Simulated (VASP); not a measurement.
Input of a VASP 6.6.1 run:

The input POSCAR:

```
La2O3
1.0
    4.0531545909      0.0000000000      0.0000000000
   -2.0265772955      3.5101348412      0.0000000000
    0.0000000000      0.0000000000      6.3100139675
La O
2 3
Direct
    0.6666666667      0.3333333333      0.7479408896
    0.3333333333      0.6666666667      0.2520591104
    0.6666666667      0.3333333333      0.3561565580
    0.3333333333      0.6666666667      0.6438434420
    0.0000000000      0.0000000000      0.0000000000
```

File INCAR.step1:

```
PREC     = Accurate       # precision mode
ENCUT    = 520            # plane-wave cutoff, eV
ISMEAR   = 0              # smearing method
SIGMA    = 0.01           # smearing width, eV
LREAL    = F              # projectors in reciprocal space
LASPH    = T              # aspherical terms in the spheres
NELM     = 80             # most SCF steps
NBANDS   = 28             # bands
GGA      = PE             # functional
ALGO     = Normal         # electronic algorithm
EDIFF    = 1E-4           # SCF threshold, eV
LWAVE    = T              # write WAVECAR
LCHARG   = F              # write CHGCAR
```

INCAR.step2

```
PREC     = Accurate       # precision mode
ENCUT    = 520            # plane-wave cutoff, eV
EDIFF    = 1E-7           # SCF threshold, eV
ISMEAR   = 0              # smearing method
SIGMA    = 0.01           # smearing width, eV
LREAL    = F              # projectors in reciprocal space
LASPH    = T              # aspherical terms in the spheres
NELM     = 80             # most SCF steps
ALGO     = Normal         # electronic algorithm
ISIF     = 2              # what is computed and relaxed
LWAVE    = F              # write WAVECAR
LCHARG   = F              # write CHGCAR
METAGGA  = R2SCAN         # meta-GGA
LMIXTAU  = T            
NBANDS   = 28             # bands
ISTART   = 1
```

Contents of KPOINTS:

```
Automatic mesh
0
Gamma
  12 12 4
```

Potentials or basis: VASP PAW PBE potentials, release 64 (La, O).

Command:

```console
$ cat potpaw_PBE.64/La/POTCAR potpaw_PBE.64/O/POTCAR > POTCAR
$ cp INCAR.step1 INCAR
$ mpirun -np 1 vasp_std > vasp.out
$ cp INCAR.step2 INCAR
$ mpirun -np 1 vasp_std > vasp.out
```

Task: Predict the pressure.

Result: -9.6 GPa.

Task: Estimate the largest force.

Result: 0.020 eV/Å.

Task: Estimate the band gap on the k mesh.

Result: 4.01 eV, indirect (least direct gap 4.34 eV).

Forces on the atoms (eV/Å):
```
La   0.000  0.000 -0.020
La   0.000  0.000  0.020
O    0.000  0.000 -0.004
O    0.000  0.000  0.004
O    0.000  0.000  0.000
```

Caveat: the cell differs from its parent crystal (strain +3.0%); the PAW data sets were made with another functional, which shifts forces and pressure a little; spin-orbit coupling is left out, which moves the levels of the heavy elements. A k mesh can miss the band edges.
